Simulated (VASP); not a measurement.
The system is SrAl3O2.

```xyz
6
Lattice="5.6457 0.0000 0.0000 -2.8228 4.8893 0.0000 0.0000 0.0000 3.3098" Properties=species:S:1:pos:R:3 pbc="T T T"
Sr    0.0000    0.0000    1.6549
Al   -1.4114    2.4446    0.0000
Al    1.4114    2.4446    0.0000
Al    2.8228    0.0000    0.0000
O     2.8228    1.6298    1.6549
O     0.0000    3.2595    1.6549
```

The cell was generated, and may not be a known phase.

| Property | Result |
| --- | --- |
| Program | VASP 6.6.1 |
| Task | relaxation of cell and atoms |
| Functional | PBE |
| Potentials or basis | VASP PAW PBE potentials, release 64 (Sr_sv, Al, O) |
| Cutoff | 600 eV |
| k mesh | 12 × 12 × 12 |
| Occupations | gaussian, width 0.1 eV |
| Spin | no spin polarisation |

At the start: pressure 1.8 GPa; volume 15.23 Å³/atom.

**Question.** Where does the relaxation end?

**Answer.** Over 9 steps the energy falls by 65.8 meV/atom and the volume is 15.21 Å³/atom (-0.1 %); space group P6/mmm (No. 191, to 0.1 Å) before and after.

The path:
```
step  energy change (eV)  largest force (eV/Å)  pressure (GPa)  volume (Å³)
   1              0.0000                0.0000            1.75        91.36
   2             -0.1708                0.0000           -0.75        93.52
   3             -0.2819                0.0000           -4.38        97.11
   4             -0.3762                0.0000           -2.25        93.75
   5             -0.3822                0.0000           -1.57        92.86
   6             -0.3942                0.0000           -0.33        91.57
   7             -0.3945                0.0000           -0.09        91.32
   8             -0.3945                0.0000           -0.06        91.29
   9             -0.3946                0.0000           -0.01        91.24
```

Final structure:
```cif
data_structure
_symmetry_space_group_name_H-M 'P 1'
_symmetry_Int_Tables_number 1
_cell_length_a 5.3300
_cell_length_b 5.3300
_cell_length_c 3.7085
_cell_angle_alpha 90.000
_cell_angle_beta 90.000
_cell_angle_gamma 120.000
_cell_volume 91.24
loop_
_atom_site_label
_atom_site_type_symbol
_atom_site_fract_x
_atom_site_fract_y
_atom_site_fract_z
_atom_site_occupancy
Sr1 Sr 0.00000 0.00000 0.50000 1
Al1 Al 0.00000 0.50000 0.00000 1
Al2 Al 0.50000 0.50000 0.00000 1
Al3 Al 0.50000 0.00000 0.00000 1
O1 O 0.66667 0.33333 0.50000 1
O2 O 0.33333 0.66667 0.50000 1
```
